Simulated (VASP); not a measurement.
Wanted: the native input for a VASP 6.6.1 run.

* Task: single point
* Functional: PBE-based screened hybrid with 40 % exact exchange
* Potentials or basis: VASP PAW PBE potentials, release 64 (Cu, I)
* Cutoff: 520 eV
* k mesh: 4 × 4 × 4
* Occupations: fermi-dirac, width 0.02 eV
* Spin: no spin polarisation
* Dipole correction: no
* Grid for exact exchange (PRECFOCK): Normal
* Share of exact exchange: 0.4
* Further INCAR settings: ALGO = Normal; EDIFF = 1e-06; NBANDS = 16
* Screening parameter: 0.2078 1/Å

CuI:

```
CELL_PARAMETERS angstrom
3.66139 0.00000 0.00000
0.00000 3.66139 0.00000
0.00000 0.00000 3.66139
ATOMIC_POSITIONS crystal
Cu 0.00000 0.00000 0.00000
I 0.50000 0.50000 0.50000
```

These files were run (other wordings do the same):

POSCAR

```
CuI
1.0
    3.6613896554      0.0000000000      0.0000000000
    0.0000000000      3.6613896554      0.0000000000
    0.0000000000      0.0000000000      3.6613896554
Cu I
1 1
Direct
    0.0000000000      0.0000000000      0.0000000000
    0.5000000000      0.5000000000      0.5000000000
```

INCAR.step1

```
PREC = Accurate
ENCUT = 520
EDIFF = 1E-5
ISMEAR = -1
SIGMA = 0.02
LREAL = F
LASPH = T
NELM = 100
ALGO = Normal
ISIF = 2
LWAVE = T
LCHARG = F
GGA = PE
NBANDS = 16
```

INCAR.step2

```
PREC = Accurate
ENCUT = 520
EDIFF = 1E-6
ISMEAR = -1
SIGMA = 0.02
LREAL = F
LASPH = T
NELM = 100
ALGO = Normal
ISIF = 2
LWAVE = F
LCHARG = F
GGA = PE
LHFCALC = T
AEXX = 0.4
HFSCREEN = 0.2078
PRECFOCK = Normal
ISTART = 1
NBANDS = 16
```

KPOINTS

```
regular mesh
0
Gamma
  4 4 4
```

Potentials or basis: VASP PAW PBE potentials, release 64 (Cu, I).

The run is started by

```console
$ cat potpaw_PBE.64/Cu/POTCAR potpaw_PBE.64/I/POTCAR > POTCAR
$ cp INCAR.step1 INCAR
$ mpirun -np 1 vasp_std > vasp.out
$ cp INCAR.step2 INCAR
$ mpirun -np 1 vasp_std > vasp.out
```

It gave:

```json
{
 "Pressure": "2.0 GPa",
 "Band gap on the k mesh": "1.15 eV"
}
```

Caveat: the k points lie up to 0.43 Å⁻¹ apart; the structure was generated, so it needn't be the stable form of CuI; the PAW data sets were made with another functional, which shifts forces and pressure a little; spin-orbit coupling is left out, which moves the levels of the heavy elements.

Run time: 16 min on 1 thread of Intel(R) Xeon(R) Platinum 8259CL CPU @ 2.50GHz (Skylake/Cascade Lake) (shared host), peak memory 0.28 GiB.
